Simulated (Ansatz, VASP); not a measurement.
# GaF: VASP beside Ansatz

The input POSCAR:

```
GaF
1.0
    3.2075816197      0.0000000000      0.0000000000
    0.0000000000      3.2075816197      0.0000000000
    0.0000000000      0.0000000000      3.2075816197
Ga F
1 1
Direct
    0.0000000000      0.0000000000      0.0000000000
    0.5000000000      0.5000000000      0.5000000000
```

Contents of INCAR.step1:

```
ALGO     = Normal         # electronic algorithm
EDIFF    = 1E-5           # SCF threshold, eV
ENCUT    = 520            # plane-wave cutoff, eV
GGA      = PE             # functional
ISIF     = 2              # what is computed and relaxed
ISMEAR   = -1             # smearing method
LASPH    = T              # aspherical terms in the spheres
LCHARG   = F              # write CHGCAR
LREAL    = F              # projectors in reciprocal space
LWAVE    = T              # write WAVECAR
NBANDS   = 17             # bands
NELM     = 80             # most SCF steps
PREC     = Accurate       # precision mode
SIGMA    = 0.05           # smearing width, eV
```

INCAR.step2

```
AEXX     = 0.1            # exact-exchange fraction
ALGO     = Normal         # electronic algorithm
EDIFF    = 1E-6           # SCF threshold, eV
ENCUT    = 520            # plane-wave cutoff, eV
ISIF     = 2              # what is computed and relaxed
ISMEAR   = -1             # smearing method
ISTART   = 1            
LASPH    = T              # aspherical terms in the spheres
LCHARG   = F              # write CHGCAR
LHFCALC  = T              # exact exchange
LMIXTAU  = T            
LREAL    = F              # projectors in reciprocal space
LWAVE    = F              # write WAVECAR
METAGGA  = R2SCAN         # meta-GGA
NBANDS   = 17             # bands
NELM     = 80             # most SCF steps
PREC     = Accurate       # precision mode
PRECFOCK = Normal       
SIGMA    = 0.05           # smearing width, eV
```

KPOINTS

```
k-points
0
Gamma
  4 4 4
```

Contents of input.yaml:

```yaml
crystal:
  lattice:
    - [3.2075816197, 0.0, 0.0]
    - [0.0, 3.2075816197, 0.0]
    - [0.0, 0.0, 3.2075816197]
  atoms:
    - { symbol: Ga, position: [0.0, 0.0, 0.0] }
    - { symbol: F, position: [0.5, 0.5, 0.5] }
hamiltonian:
  xc: r2scanh
  pseudopotentials: { kind: paw }
kpoints:
  mp_grid: { grid: [4, 4, 4] }
scf:
  occupations: { method: fermi_dirac, width: 0.05 }
output:
  forces: true
  stress: true
  eigenvalues: true
```

Alike in both runs: task single point; functional r2SCANh; k mesh 4 × 4 × 4; occupations fermi-dirac, width 0.05 eV; no spin polarisation.

```csv
,VASP,Ansatz
version,VASP 6.6.1,Ansatz 0.2.0
potentials or method,"VASP PAW PBE potentials, release 64 (Ga_d, F)",Ansatz PAW
plane-wave cutoff (eV),520,500
valence electrons in the cell,20,20
```

```tsv
	VASP	Ansatz	Ansatz less VASP
gap on the k mesh at the Fermi level (eV)	1.29	1.25	-0.034
least direct gap on the mesh (eV)	2.24	2.22	-0.013
pressure (GPa)	-3.0	-2.8	+0.25
```

VASP's potentials were made for PBE, not for r2SCANh. The functional is the same, so the differences come from potentials, cutoffs and numerics.

The k mesh is coarse, so the values compare programs but aren't converged.
